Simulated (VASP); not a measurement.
Input of a VASP 6.6.1 run:

The input INCAR:

```
SYSTEM = ZrC2
PREC = Accurate ; ENCUT = 520
EDIFF = 1E-6 ; ISMEAR = 0
SIGMA = 0.1 ; LREAL = .FALSE.
LASPH = .TRUE. ; NELM = 100
ALGO = Normal ; ISIF = 2
LWAVE = .FALSE. ; LCHARG = .FALSE.
GGA = PE ; NBANDS = 29
```

The input KPOINTS:

```
Automatic mesh
0
G
  6 6 6
  0 0 0
```

POSCAR

```
ZrC2
1.0
    1.5693629483     -6.6738128060      0.0000000000
    1.5693629483      6.6738128060      0.0000000000
    0.0000000000      0.0000000000      2.9068646957
Zr C
2 4
Direct
    0.8841679240      0.1158320760      0.7500000000
    0.1158320760      0.8841679240      0.2500000000
    0.5301006945      0.4698993055      0.7500000000
    0.4698993055      0.5301006945      0.2500000000
    0.2517162253      0.7482837747      0.7500000000
    0.7482837747      0.2517162253      0.2500000000
```

Potentials or basis: VASP PAW PBE potentials, release 64 (Zr_sv, C).

Run with:

```bash
$ cat potpaw_PBE.64/Zr_sv/POTCAR potpaw_PBE.64/C/POTCAR > POTCAR
$ mpirun -np 1 vasp_std > vasp.out
```

(1) Estimate the pressure.

(2) Predict the band gap on the k mesh.

(3) Predict the largest force.

Answers

(1) 0.1 GPa.

(2) zero (bands 20 and 21 overlap by 1.79 eV).

(3) 0.008 eV/Å.

Caveat: the k points lie up to 0.36 Å⁻¹ apart, too coarse for converged energies and pressures of a metal.
